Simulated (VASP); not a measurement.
Write the native input for VASP 6.6.1 that does the following.

```
Task                   : single point
Functional             : PBE
Potentials or basis    : VASP PAW PBE potentials, release 64 (Zn, Cu, C, N)
Cutoff                 : 520 eV
k mesh                 : 4 × 4 × 4
Occupations            : gaussian, width 0.1 eV
Spin                   : collinear spin
Starting moments       : [0.0, 1.0, 0.0, 0.0, 0.0, 0.0, 0.0, 0.0, 0.0, 0.0, 0.0, 0.0, 0.0, 0.0] μB
Dipole correction      : no
Further INCAR settings : ALGO = Normal; EDIFF = 1e-06; NBANDS = 56
```

The structure of ZnCuC6N6 lies in POSCAR:

```
ZnCuC6N6
1.0
    0.0000000000      5.0945000000      5.0945000000
    5.0945000000      0.0000000000      5.0945000000
    5.0945000000      5.0945000000      0.0000000000
Zn Cu C N
1 1 6 6
Direct
    0.0000000000      0.0000000000      0.0000000000
    0.5000000000      0.5000000000      0.5000000000
    0.8118559200      0.1881440800      0.1881440800
    0.1881440800      0.8118559200      0.1881440800
    0.1881440800      0.1881440800      0.8118559200
    0.1881440800      0.8118559200      0.8118559200
    0.8118559200      0.1881440800      0.8118559200
    0.8118559200      0.8118559200      0.1881440800
    0.6970262000      0.3029738000      0.3029738000
    0.3029738000      0.6970262000      0.3029738000
    0.3029738000      0.3029738000      0.6970262000
    0.3029738000      0.6970262000      0.6970262000
    0.6970262000      0.3029738000      0.6970262000
    0.6970262000      0.6970262000      0.3029738000
```

These files were run (other wordings do the same):

INCAR

```
PREC = Accurate
ENCUT = 520
EDIFF = 1E-6
ISMEAR = 0
SIGMA = 0.1
LREAL = False
LASPH = True
NELM = 150
ALGO = Normal
ISIF = 2
LWAVE = False
LCHARG = False
ISPIN = 2
MAGMOM = 0 1 0 0 0 0 0 0 0 0 0 0 0 0
LORBIT = 11
LMAXMIX = 4
GGA = PE
NBANDS = 56
```

KPOINTS

```
regular mesh
0
Gamma
  4 4 4
```

Potentials or basis: VASP PAW PBE potentials, release 64 (Zn, Cu, C, N).

Command:

```console
$ cat potpaw_PBE.64/Zn/POTCAR potpaw_PBE.64/Cu/POTCAR potpaw_PBE.64/C/POTCAR potpaw_PBE.64/N/POTCAR > POTCAR
$ mpirun -np 1 vasp_std > vasp.out
```

Results of the run:

```json
{
 "Pressure": "6.5 GPa",
 "Largest force": "2.548 eV/Å",
 "Net moment": "0.45 μB per cell",
 "Site moments": "Zn -0.07; Cu +0.49; C -0.03; N +0.04 μB",
 "Valence electrons inside the program's atomic spheres": "Zn 11.49; Cu 9.84; C 2.60; N 3.86"
}
```

Caveat: the cell stands under pressure; a cell with one magnetic atom can't hold antiferromagnetic order, which such compounds often take; forces of over 1 eV/Å act on the atoms, so gaps and moduli don't describe the material at rest.

Wall time 8.1 min on 1 thread of AMD EPYC 7R43 64-Core Processor (Zen 3) (shared host), peak memory 0.58 GiB.
